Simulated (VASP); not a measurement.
# LiMgBN2 (I-4m2) in VASP: further runs

LiMgBN2 is run at these levels: PBEsol; tasks: single point.

Program: VASP 6.6.1. These are calculated values, not measurements. Logs are shortened: lines on timing, memory, paths and dates and some standing lists are left out, and cuts for length are marked.

**1. The cell of the first run**

The structure is tetragonal, space group I-4m2 (No. 119). The conventional cell has a = 3.947 Å, b = 3.947 Å, c = 9.243 Å, α = 90.00°, β = 90.00°, γ = 90.00°. Within 2.8 Å of Li (site symmetry -4m2) lie 4 N at 2.14 Å and 4 Mg at 2.79 Å. Mg (site symmetry -4m2) has 4 N at 2.14 Å and 4 Li at 2.79 Å within 2.8 Å. B (site symmetry -4m2) has 2 N at 1.49 Å within 2.0 Å. N (site symmetry 2mm) has 1 B at 1.49 Å within 2.0 Å.

**2. Single point, PBEsol (atoms shifted along a free coordinate)**

File INCAR:

```
SYSTEM = LiMgBN2
PREC = Accurate
ENCUT = 520
EDIFF = 1E-7
ISMEAR = 0
SIGMA = 0.05
LREAL = .False.
LASPH = .True.
NELM = 60
ALGO = Normal
ISIF = 2
LWAVE = .False.
LCHARG = .False.
GGA = PS
NBANDS = 17
```

File KPOINTS:

```
Automatic mesh
0
Gamma
  8 8 8
  0 0 0
```

File POSCAR:

```
LiMgBN2
1.0
   -1.9736399479      1.9736399479      4.6213281660
    1.9736399479     -1.9736399479      4.6213281660
    1.9736399479      1.9736399479     -4.6213281660
Li Mg B N
1 1 1 2
Direct
    0.2500000000      0.7500000000      0.5000000000
    0.7500000000      0.2500000000      0.5000000000
    0.5000000000      0.5000000000      0.0000000000
    0.6608378126      0.6608378126      0.0000000000
    0.3391621874      0.3391621874      0.0000000000
```

Potentials or basis: VASP PAW PBE potentials, release 64 (Li_sv, Mg, B, N).

Command:

```sh
$ cat potpaw_PBE.64/Li_sv/POTCAR potpaw_PBE.64/Mg/POTCAR potpaw_PBE.64/B/POTCAR potpaw_PBE.64/N/POTCAR > POTCAR
$ mpirun -np 1 vasp_std > vasp.out
```

OUTCAR:

```text
SYSTEM = LiMgBN2
   PREC = Accurate
   ENCUT = 520
   EDIFF = 1E-7
   ISMEAR = 0
   LREAL = .False.
   LASPH = .True.
   NELM = 60
   ISIF = 2
   GGA = PS

 ion  position               nearest neighbor table
   1  0.250  0.750  0.500-   5 2.14   4 2.14   5 2.14   4 2.14   2 2.79   2 2.79   2 2.79   2 2.79

   2  0.750  0.250  0.500-   5 2.14   4 2.14   5 2.14   4 2.14   1 2.79   1 2.79   1 2.79   1 2.79

   3  0.500  0.500  0.000-   4 1.49   5 1.49
   4  0.661  0.661  0.000-   3 1.49   2 2.14   1 2.14   1 2.14   2 2.14
   5  0.339  0.339  0.000-   3 1.49   1 2.14   2 2.14   2 2.14   1 2.14

  LATTYP: Found a body centered tetragonal cell.
 ALAT       =     3.9472798958
 C/A-ratio  =     2.3415254494

  Lattice vectors:

 A1 = (  -1.9736399479,   1.9736399479,   4.6213281660)
 A2 = (   1.9736399479,  -1.9736399479,   4.6213281660)
 A3 = (   1.9736399479,   1.9736399479,  -4.6213281660)

Analysis of symmetry for initial positions (statically):
=====================================================================
 Subroutine PRICEL returns:
 Original cell was already a primitive cell.

 Routine SETGRP: Setting up the symmetry group for a
 body centered tetragonal supercell.

 Subroutine GETGRP returns: Found  8 space group operations
 (whereof  8 operations were pure point group operations)
 out of a pool of 16 trial point group operations.

The static configuration has the point symmetry D_2d.

Analysis of symmetry for dynamics (positions and initial velocities):
=====================================================================
 Subroutine PRICEL returns:
 Original cell was already a primitive cell.

 Routine SETGRP: Setting up the symmetry group for a
 body centered tetragonal supercell.

 Subroutine GETGRP returns: Found  8 space group operations
 (whereof  8 operations were pure point group operations)
 out of a pool of 16 trial point group operations.

The dynamic configuration has the point symmetry D_2d.

 Subroutine INISYM returns: Found  8 space group operations
 (whereof  8 operations are pure point group operations),
 and found     1 'primitive' translations

----------------------------------------------------------------------------------------

                                     Primitive cell

  volume of cell :      72.0050

  direct lattice vectors                    reciprocal lattice vectors
    -1.973639948  1.973639948  4.621328166     0.000000000  0.253339015  0.108194004
     1.973639948 -1.973639948  4.621328166     0.253339015  0.000000000  0.108194004
     1.973639948  1.973639948 -4.621328166     0.253339015  0.253339015  0.000000000

  length of vectors
     5.398813139  5.398813139  5.398813139     0.275475224  0.275475224  0.358275471

  position of ions in fractional coordinates (direct lattice)
     0.250000000  0.750000000  0.500000000
     0.750000000  0.250000000  0.500000000
     0.500000000  0.500000000  0.000000000
     0.660837813  0.660837813  0.000000000
     0.339162187  0.339162187  0.000000000

  ion indices of the primitive-cell ions
   primitive index   ion index
                 1           1
                 2           2
                 3           3
                 4           4
                 5           5

----------------------------------------------------------------------------------------

 KPOINTS: Automatic mesh

Automatic generation of k-mesh.
 Grid dimensions read from file:
 generate k-points for:    8    8    8

 Generating k-lattice:

  Cartesian coordinates                     Fractional coordinates (reciprocal lattice)
     0.000000000  0.031667377  0.013524251     0.125000000  0.000000000  0.000000000
     0.031667377  0.000000000  0.013524251     0.000000000  0.125000000  0.000000000
     0.031667377  0.031667377  0.000000000     0.000000000  0.000000000  0.125000000

  Length of vectors
     0.034434403  0.034434403  0.044784434

  Shift w.r.t. Gamma in fractional coordinates (k-lattice)
     0.000000000  0.000000000  0.000000000

 Subroutine IBZKPT returns following result:
 ===========================================

 Found     59 irreducible k-points:

 Following reciprocal coordinates:
            Coordinates               Weight
  0.000000  0.000000  0.000000      1.000000
  0.125000  0.000000 -0.000000      8.000000
  0.250000  0.000000 -0.000000      8.000000
  0.375000  0.000000 -0.000000      8.000000
  0.500000  0.000000 -0.000000      4.000000
  0.125000  0.125000 -0.000000      8.000000
[... 16 lines left out ...]
  0.250000  0.125000  0.125000     16.000000
  0.375000  0.125000  0.125000      8.000000
 [... further k-points ...]
   k-points           NKPTS =     59   k-points in BZ     NKDIM =     59   number of bands    NBANDS=     17
   number of dos      NEDOS =    301   number of ions     NIONS =      5
   total plane-waves  NPLWV =  64000
   dimension x,y,z NGX =    40 NGY =   40 NGZ =   40
   dimension x,y,z NGXF=    80 NGYF=   80 NGZF=   80
   ions per type =               1   1   1   2
   NGX,Y,Z   is equivalent  to a cutoff of  12.32, 12.32, 12.32 a.u.
   NGXF,Y,Z  is equivalent  to a cutoff of  24.63, 24.63, 24.63 a.u.
 SYSTEM =  LiMgBN2
   PREC   = accura    normal or accurate (medium, high low for compatibility)
   ISTART =      0    job   : 0-new  1-cont  2-samecut
   ICHARG =      2    charge: 1-file 2-atom 10-const
   ISPIN  =      1    spin polarized calculation?
   LNONCOLLINEAR =      F non collinear calculations
   LSORBIT =      F    spin-orbit coupling
   LASPH  =      T    aspherical Exc in radial PAW
   ENCUT  =  520.0 eV  38.22 Ry    6.18 a.u.  10.04 10.04 10.04*2*pi/ulx,y,z
   NELM   =     60;   NELMIN=  2; NELMDL= -5     # of ELM steps
   EDIFF  = 0.1E-06   stopping-criterion for ELM
   LREAL  =      F    real-space projection
   EDIFFG = 0.1E-05   stopping-criterion for IOM
   NSW    =      0    number of steps for IOM
   IBRION =     -1    ionic relax: 0-MD 1-quasi-New 2-CG
   NFREE  =      0    steps in history (QN), initial steepest desc. (CG)
   ISIF   =      2    stress and relaxation
   ISYM   =      2    0-nonsym 1-usesym 2-fastsym
   POTIM  = 0.5000    time-step for ionic-motion
   TEBEG  =    0.0;   TEEND  =   0.0 temperature during run
   PSTRESS=    0.0 pullay stress
   NELECT =      18.0000    total number of electrons
[... 35 lines left out ...]

 E-fermi :   0.5796     XC(G=0):  -8.3889

 val. band max:        0.3676990311   @ k =   0.5000   0.5000   0.5000
 cond. band min:       2.4136008888   @ k =   0.0000   0.0000   0.0000
 fundamental gap:      2.0459018576
 Fermi energy:         0.5796452773

 k-point     1 :       0.0000    0.0000    0.0000
  band No.  band energies     occupation
      1     -42.5594      2.00000
      2     -13.3657      2.00000
      3     -12.3440      2.00000
      4      -4.3786      2.00000
      5      -2.0710      2.00000
      6      -1.3592      2.00000
[... 9 lines left out ...]
     16      11.5808      0.00000
     17      12.2609      0.00000

 k-point     2 :       0.1250    0.0000   -0.0000
  band No.  band energies     occupation
      1     -42.5593      2.00000
      2     -13.3271      2.00000
      3     -12.3666      2.00000
      4      -4.3392      2.00000
      5      -2.2901      2.00000
      6      -1.5669      2.00000
[... 9 lines left out ...]
     16      11.3506      0.00000
     17      11.9124      0.00000

 k-point     3 :       0.2500    0.0000   -0.0000
  band No.  band energies     occupation
      1     -42.5590      2.00000
      2     -13.2244      2.00000
      3     -12.4293      2.00000
      4      -4.2490      2.00000
      5      -2.8070      2.00000
      6      -1.7988      2.00000
[... 9 lines left out ...]
     16      10.9050      0.00000
     17      10.9365      0.00000

 k-point     4 :       0.3750    0.0000   -0.0000
  band No.  band energies     occupation
      1     -42.5587      2.00000
      2     -13.0999      2.00000
      3     -12.5121      2.00000
      4      -4.1659      2.00000
      5      -3.2748      2.00000
      6      -1.8856      2.00000
[... 9 lines left out ...]
     16      10.2325      0.00000
     17      10.9615      0.00000

 k-point     5 :       0.5000    0.0000   -0.0000
  band No.  band energies     occupation
      1     -42.5587      2.00000
      2     -13.0358      2.00000
      3     -12.5584      2.00000
      4      -4.1320      2.00000
      5      -3.4573      2.00000
      6      -1.8951      2.00000
[... 9 lines left out ...]
     16       9.9752      0.00000
     17      11.0413      0.00000

 k-point     6 :       0.1250    0.1250   -0.0000
  band No.  band energies     occupation
      1     -42.5591      2.00000
      2     -13.2744      2.00000
      3     -12.4066      2.00000
      4      -4.2686      2.00000
      5      -2.5239      2.00000
      6      -1.7893      2.00000
[... 9 lines left out ...]
     16      10.5409      0.00000
     17      11.7603      0.00000

 k-point     7 :       0.2500    0.1250   -0.0000
  band No.  band energies     occupation
      1     -42.5589      2.00000
      2     -13.1661      2.00000
      3     -12.4743      2.00000
      4      -4.1574      2.00000
      5      -2.9702      2.00000
      6      -1.9836      2.00000
[... 9 lines left out ...]
     16      10.2897      0.00000
     17      11.3526      0.00000

 k-point     8 :       0.3750    0.1250   -0.0000
  band No.  band energies     occupation
      1     -42.5587      2.00000
      2     -13.0523      2.00000
      3     -12.5423      2.00000
      4      -4.0832      2.00000
      5      -3.3356      2.00000
      6      -2.0391      2.00000
[... 9 lines left out ...]
     16      10.0504      0.00000
     17      11.0871      0.00000
[... 203 lines left out ...]
      1     -42.5582      2.00000
      2     -12.9524      2.00000
      3     -12.5099      2.00000
      4      -3.9087      2.00000
      5      -3.1714      2.00000
      6      -2.6802      2.00000
[... 9 lines left out ...]
     16      10.6628      0.00000
     17      10.9871      0.00000

 k-point    20 :      -0.3750    0.3750    0.0000
  band No.  band energies     occupation
      1     -42.5583      2.00000
      2     -13.0040      2.00000
      3     -12.4771      2.00000
      4      -4.0081      2.00000
      5      -2.9500      2.00000
      6      -2.6649      2.00000
[... 9 lines left out ...]
     16      10.1356      0.00000
     17      10.7950      0.00000

 k-point    21 :       0.5000    0.5000   -0.0000
  band No.  band energies     occupation
      1     -42.5581      2.00000
      2     -12.9382      2.00000
      3     -12.5008      2.00000
      4      -3.8309      2.00000
      5      -3.2652      2.00000
      6      -2.6694      2.00000
[... 9 lines left out ...]
     16      10.9699      0.00000
     17      11.2860      0.00000

 k-point    22 :       0.1250    0.1250    0.1250
  band No.  band energies     occupation
      1     -42.5587      2.00000
      2     -13.1345      2.00000
      3     -12.4492      2.00000
      4      -4.1536      2.00000
      5      -2.8648      2.00000
      6      -2.1910      2.00000
[... 9 lines left out ...]
     16      10.2413      0.00000
     17      10.7895      0.00000

 k-point    23 :       0.2500    0.1250    0.1250
  band No.  band energies     occupation
      1     -42.5585      2.00000
      2     -13.0349      2.00000
      3     -12.5024      2.00000
      4      -4.0382      2.00000
      5      -3.1734      2.00000
      6      -2.3265      2.00000
[... 9 lines left out ...]
     16      10.2369      0.00000
     17      10.9718      0.00000

 k-point    24 :       0.3750    0.1250    0.1250
  band No.  band energies     occupation
      1     -42.5584      2.00000
      2     -12.9866      2.00000
      3     -12.5310      2.00000
      4      -3.9849      2.00000
      5      -3.3225      2.00000
      6      -2.3498      2.00000
[... 9 lines left out ...]
     16      10.1743      0.00000
     17      11.0921      0.00000

 [... further k-points ...]
[... 5 lines left out ...]
  --------------------------------------------------------------------------------------
  -------------------------------------------------------------------------------------
  Total       -2.1833167     -2.1833167    -15.8080933      0.0000000     -0.0000000      0.0000000
  in kB      -48.5808009    -48.5808009   -351.7445832      0.0000000     -0.0000000      0.0000000
  external PRESSURE =    -149.6353950 kB  Pullay stress =       0.0000000 kB

 VOLUME and BASIS-vectors are now :
 -----------------------------------------------------------------------------
  energy-cutoff  :      520.00
  volume of cell :       72.00
      direct lattice vectors                 reciprocal lattice vectors
    -1.973639948  1.973639948  4.621328166     0.000000000  0.253339015  0.108194004
     1.973639948 -1.973639948  4.621328166     0.253339015  0.000000000  0.108194004
     1.973639948  1.973639948 -4.621328166     0.253339015  0.253339015  0.000000000

 POSITION                                       TOTAL-FORCE (eV/Angst)
 -----------------------------------------------------------------------------------
      1.97364     -0.00000      2.31066         0.000000     -0.000000      0.000000
     -0.00000      1.97364      2.31066         0.000000     -0.000000      0.000000
      0.00000      0.00000      4.62133         0.000000     -0.000000      0.000000
      0.00000      0.00000      6.10790        -0.000000      0.000000     -4.690261
      0.00000      0.00000      3.13476        -0.000000      0.000000      4.690261
 -----------------------------------------------------------------------------------
    total drift:                               -0.000000      0.000000     -0.000000

  FREE ENERGIE OF THE ION-ELECTRON SYSTEM (eV)
  ---------------------------------------------------
  free  energy   TOTEN  =       -31.7726161086 eV

  energy  without entropy=      -31.7726161086  energy(sigma->0) =      -31.77261611
```

Run time: 3 min. Hardware: 1 thread of Intel Xeon 8259CL, shared host; peak memory 0.3 GiB.

What came out:

```
Free energy            : -31.7726 eV
Largest force          : 4.690 eV/Å
Band gap on the k mesh : 2.05 eV (least direct gap 3.27 eV)
```

Forces on the atoms (eV/Å):
```
Li   0.000  0.000  0.000
Mg   0.000  0.000  0.000
B    0.000  0.000  0.000
N    0.000  0.000 -4.690
N    0.000  0.000  4.690
```

Caveat: the cell differs from its parent crystal (atoms shifted along a free coordinate); the cutoff is under 1.25 times the usual one of these potentials, so pressure, stress and relaxed cells hold a basis-set (Pulay) error; the PAW data sets were made with another functional, which shifts forces and pressure a little. A k mesh can miss the band edges.

**3. Single point, PBEsol (atoms shifted along a free coordinate)**

File INCAR:

```
PREC = Accurate
ENCUT = 520
EDIFF = 1E-6
ISMEAR = 0
SIGMA = 0.05
LREAL = F
LASPH = T
NELM = 100
ALGO = Normal
ISIF = 2
LWAVE = F
LCHARG = F
GGA = PS
NBANDS = 17
```

File KPOINTS:

```
regular mesh
0
Gamma
  8 8 8
```

File POSCAR:

```
LiMgBN2
1.0
   -1.7966643998      1.7966643998      4.2069354163
    1.7966643998     -1.7966643998      4.2069354163
    1.7966643998      1.7966643998     -4.2069354163
Li Mg B N
1 1 1 2
Direct
    0.2500000000      0.7500000000      0.5000000000
    0.7500000000      0.2500000000      0.5000000000
    0.5000000000      0.5000000000      0.0000000000
    0.6335425343      0.6335425343      0.0000000000
    0.3664574657      0.3664574657      0.0000000000
```

Potentials or basis: VASP PAW PBE potentials, release 64 (Li_sv, Mg, B, N).

Command:

```sh
$ cat potpaw_PBE.64/Li_sv/POTCAR potpaw_PBE.64/Mg/POTCAR potpaw_PBE.64/B/POTCAR potpaw_PBE.64/N/POTCAR > POTCAR
$ mpirun -np 1 vasp_std > vasp.out
```

It took 2.2 min on 1 thread of Intel Xeon 8259CL, shared host; peak memory 0.27 GiB.

It converged, with:

- Free energy: -28.6550 eV
- Largest force: 22.232 eV/Å
- Band gap on the k mesh: 3.17 eV (least direct gap 3.21 eV)

Forces on the atoms (eV/Å):
```
Li    0.000   0.000   0.000
Mg    0.000   0.000   0.000
B     0.000   0.000   0.000
N     0.000   0.000  22.232
N     0.000   0.000 -22.232
```

Levels at points of the mesh, in eV from the valence-band top:
| k point | band 7 | band 8 | band 9 | band 10 | band 11 | band 12 |
| --- | --- | --- | --- | --- | --- | --- |
| (0.00, 0.00, 0.00) | -2.70 | -1.25 | -1.25 | 3.18 | 5.89 | 8.75 |
| (0.50, 0.00, 0.00) | -3.31 | -1.17 | -0.52 | 6.37 | 6.69 | 8.24 |
| (0.50, 0.50, 0.00) | -3.73 | -1.94 | -0.65 | 4.83 | 7.44 | 7.48 |
| (0.50, 0.50, 0.50) | -3.08 | 0.00 | 0.00 | 3.21 | 7.20 | 8.03 |

Caveat: the cell differs from its parent crystal (atoms shifted along a free coordinate); the cutoff is under 1.25 times the usual one of these potentials, so pressure, stress and relaxed cells hold a basis-set (Pulay) error; the PAW data sets were made with another functional, which shifts forces and pressure a little. A k mesh can miss the band edges.

**4. Single point, PBEsol (atoms shifted along a free coordinate)**

File INCAR:

```
PREC = Accurate ; ENCUT = 520
EDIFF = 1E-6 ; ISMEAR = 0
SIGMA = 0.05 ; LREAL = False
LASPH = True ; NELM = 60
ALGO = Normal ; ISIF = 2
LWAVE = False ; LCHARG = True
GGA = PS ; LELF = True
LVHAR = True ; NBANDS = 17
```

KPOINTS is that of step 3.

Edit POSCAR of step 3 so:

```diff
@@ -11,3 +11,3 @@
     0.5000000000      0.5000000000      0.0000000000
-    0.6335425343      0.6335425343      0.0000000000
-    0.3664574657      0.3664574657      0.0000000000
+    0.6517393865      0.6517393865      0.0000000000
+    0.3482606135      0.3482606135      0.0000000000
```

Command:

```sh
$ cat potpaw_PBE.64/Li_sv/POTCAR potpaw_PBE.64/Mg/POTCAR potpaw_PBE.64/B/POTCAR potpaw_PBE.64/N/POTCAR > POTCAR
$ mpirun -np 1 vasp_std > vasp.out
```

It took 2.1 min on 1 thread of Intel Xeon 8259CL, shared host; peak memory 0.27 GiB.

Results (log left out):

| Item | Value |
| --- | --- |
| Free energy | -32.1394 eV |
| Largest force | 2.956 eV/Å |
| Band gap on the k mesh | 2.91 eV (least direct gap 3.64 eV) |

Forces on the atoms (eV/Å):
```
Li   0.000  0.000  0.000
Mg   0.000  0.000  0.000
B    0.000  0.000  0.000
N    0.000  0.000  2.956
N    0.000  0.000 -2.956
```

Levels at points of the mesh, in eV from the valence-band top:
| k point | band 5 | band 6 | band 7 | band 8 | band 9 | band 10 | band 11 | band 12 | band 13 | band 14 |
| --- | --- | --- | --- | --- | --- | --- | --- | --- | --- | --- |
| (0.00, 0.00, 0.00) | -2.58 | -2.41 | -2.41 | -1.61 | -1.61 | 2.91 | 6.35 | 8.79 | 8.79 | 8.79 |
| (0.50, 0.00, 0.00) | -4.39 | -2.82 | -2.70 | -1.18 | -0.75 | 5.74 | 6.28 | 7.83 | 8.71 | 9.70 |
| (0.50, 0.50, 0.00) | -4.20 | -3.55 | -3.49 | -2.18 | -0.56 | 5.14 | 6.14 | 7.37 | 8.38 | 11.49 |
| (0.50, 0.50, 0.50) | -3.63 | -3.35 | -3.35 | 0.00 | 0.00 | 3.64 | 7.24 | 7.24 | 7.50 | 9.31 |

Caveat: the cell differs from its parent crystal (atoms shifted along a free coordinate); the cutoff is under 1.25 times the usual one of these potentials, so pressure, stress and relaxed cells hold a basis-set (Pulay) error; the PAW data sets were made with another functional, which shifts forces and pressure a little. A k mesh can miss the band edges.

**5. Summary**

| cell | gap on the mesh (eV) | largest force (eV/Å) |
| --- | --- | --- |
| a = 5.399 Å, angles 137.1, 137.1, 62.3°, 5 atoms, atomic positions A | 2.05 | 4.69 |
| a = 4.915 Å, angles 137.1, 137.1, 62.3°, 5 atoms, atomic positions B | 3.17 | 22.23 |
| a = 4.915 Å, angles 137.1, 137.1, 62.3°, 5 atoms, atomic positions C | 2.91 | 2.96 |

Alike in all rows: task single point; level PBEsol; potentials or basis VASP PAW PBE potentials, release 64 (Li_sv, Mg, B, N); no spin polarisation; k mesh 8 × 8 × 8; cutoff (eV) 520; smearing gaussian 0.05 eV.

Caveats: the cutoff is under 1.25 times the usual one of these potentials, so pressure, stress and relaxed cells hold a basis-set (Pulay) error; the PAW data sets were made with another functional, which shifts forces and pressure a little.

Absolute energies hang on the potentials; compare differences alone.
